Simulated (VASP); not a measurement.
Input of a VASP 6.6.1 run:

INCAR

```
SYSTEM = Li2O
PREC = Accurate ; ENCUT = 750
EDIFF = 1E-6 ; ISMEAR = 0
SIGMA = 0.1 ; LREAL = .False.
LASPH = .True. ; NELM = 200
ALGO = Normal ; ISIF = 2
LWAVE = .False. ; LCHARG = .True.
LDAU = .True. ; LDAUTYPE = 2
LDAUL = -1 1 ; LDAUU = 0 6
LDAUJ = 0 0 ; LDAUPRINT = 1
GGA = PE ; LELF = .True.
LVHAR = .True. ; NBANDS = 13
GGA_COMPAT = .False.
```

The input KPOINTS:

```
regular mesh
0
Gamma
  6 6 6
  0 0 0
```

Contents of POSCAR:

```
Li2O
1.0
    0.0000000000      2.3268543819      2.3268543819
    2.3268543819      0.0000000000      2.3268543819
    2.3268543819      2.3268543819      0.0000000000
Li O
2 1
Direct
    0.7500000000      0.7500000000      0.7500000000
    0.2500000000      0.2500000000      0.2500000000
    0.0000000000      0.0000000000      0.0000000000
```

Potentials or basis: VASP PAW PBE potentials, release 64 (Li_sv, O).

Run with:

```bash
$ cat potpaw_PBE.64/Li_sv/POTCAR potpaw_PBE.64/O/POTCAR > POTCAR
$ mpirun -np 1 vasp_std > vasp.out
```

Estimate the pressure.

-3.3 GPa.

Predict the band gap on the k mesh.

5.12 eV (least direct gap 5.33 eV).

Caveat: the cell stands under tension. A k mesh can miss the band edges.
